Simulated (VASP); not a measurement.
Here is a VASP 6.6.1 calculation.

File POSCAR:

```
Lu
1.0
    3.4785379348      0.0000000000      0.0000000000
   -1.7392689674      3.0125022196      0.0000000000
    0.0000000000      0.0000000000      5.5119830017
Lu
2
Direct
    0.3333333333      0.6666666667      0.2500000000
    0.6666666667      0.3333333333      0.7500000000
```

Contents of INCAR.step1:

```
SYSTEM = Lu
ALGO     = Normal         ! electronic algorithm
EDIFF    = 1E-4           ! SCF threshold, eV
ENCUT    = 520            ! plane-wave cutoff, eV
GGA      = PE             ! functional
ISMEAR   = -1             ! smearing method
LASPH    = .TRUE.         ! aspherical terms in the spheres
LCHARG   = .FALSE.        ! write CHGCAR
LREAL    = .FALSE.        ! projectors in reciprocal space
LWAVE    = .TRUE.         ! write WAVECAR
NBANDS   = 32             ! bands
NELM     = 60             ! most SCF steps
PREC     = Accurate       ! precision mode
SIGMA    = 0.05           ! smearing width, eV
```

File INCAR.step2:

```
SYSTEM = Lu
ALGO     = Normal         ! electronic algorithm
EDIFF    = 1E-7           ! SCF threshold, eV
ENCUT    = 520            ! plane-wave cutoff, eV
ISIF     = 2              ! what is computed and relaxed
ISMEAR   = -1             ! smearing method
ISTART   = 1            
LASPH    = .TRUE.         ! aspherical terms in the spheres
LCHARG   = .FALSE.        ! write CHGCAR
LMIXTAU  = .TRUE.       
LREAL    = .FALSE.        ! projectors in reciprocal space
LWAVE    = .FALSE.        ! write WAVECAR
METAGGA  = R2SCAN         ! meta-GGA
NBANDS   = 32             ! bands
NELM     = 60             ! most SCF steps
PREC     = Accurate       ! precision mode
SIGMA    = 0.05           ! smearing width, eV
```

Contents of KPOINTS:

```
k-points
0
G
  7 7 4
  0 0 0
```

Potentials or basis: VASP PAW PBE potentials, release 64 (Lu).

Command:

```bash
$ cat potpaw_PBE.64/Lu/POTCAR > POTCAR
$ cp INCAR.step1 INCAR
$ mpirun -np 1 vasp_std > vasp.out
$ cp INCAR.step2 INCAR
$ mpirun -np 1 vasp_std > vasp.out
```

**Question.** Estimate the band gap on the k mesh.

**Answer.** Zero (bands 25 and 26 overlap by 1.86 eV).

**Question.** Predict the pressure.

**Answer.** 0.3 GPa.

Stress tensor (GPa, compression positive):
```
 0.97  0.00  0.00
 0.00  0.97  0.00
 0.00  0.00 -0.92
```

Caveat: the PAW data sets were made with another functional, which shifts forces and pressure a little; spin-orbit coupling is left out, which moves the levels of the heavy elements.
